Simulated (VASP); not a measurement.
The system is Te.

```
Te
1.0
     4.45400    0.00000    0.00000
    -2.22700    3.85728    0.00000
     0.00000    0.00000    5.92400
Te
3
Cartesian
  1.6279 2.8197 0.0000
  -0.5991 1.0376 3.9493
  1.1981 0.0000 1.9747
```

| Quantity | Value |
| --- | --- |
| Program | VASP 6.6.1 |
| Task | relaxation of cell and atoms |
| Functional | PBE |
| Dispersion | D3(BJ) |
| Potentials or basis | VASP PAW PBE potentials, release 64 (Te) |
| Cutoff | 600 eV |
| k mesh | 7 × 7 × 5 |
| Occupations | fermi-dirac, width 0.05 eV |
| Spin | no spin polarisation |

At the start: pressure -0.7 GPa; volume 33.93 Å³/atom.

Problem. Where does the relaxation end?

Solution. Over 11 steps the energy falls by 11.8 meV/atom and the volume is 32.11 Å³/atom (-5.3 %); space group P3_121 (No. 152, to 0.1 Å) before and after.

Step by step:
| step | energy change (eV) | largest force (eV/Å) | pressure (GPa) | volume (Å³) |
| --- | --- | --- | --- | --- |
| 1 | 0.0000 | 0.1637 | -0.72 | 101.78 |
| 2 | -0.0103 | 0.2273 | 0.11 | 99.53 |
| 3 | -0.0116 | 0.2591 | 0.58 | 98.39 |
| 4 | -0.0182 | 0.2195 | 0.52 | 97.97 |
| 5 | -0.0312 | 0.1143 | 0.38 | 96.71 |
| 6 | -0.0279 | 0.0450 | 0.43 | 94.15 |
| 7 | -0.0344 | 0.0413 | 0.36 | 95.62 |
| 8 | -0.0351 | 0.0108 | -0.11 | 96.52 |
| 9 | -0.0351 | 0.0172 | -0.01 | 96.33 |
| 10 | -0.0352 | 0.0151 | -0.01 | 96.33 |
| 11 | -0.0354 | 0.0089 | 0.01 | 96.33 |

Final structure:
```xyz
3
Lattice="4.3176 0.0000 0.0000 -2.1588 3.7391 0.0000 0.0000 0.0000 5.9672" Properties=species:S:1:pos:R:3 pbc="T T T"
Te    1.5444    2.6749    0.0000
Te   -0.6144    1.0642    3.9781
Te   -0.9300    3.7391    1.9891
```
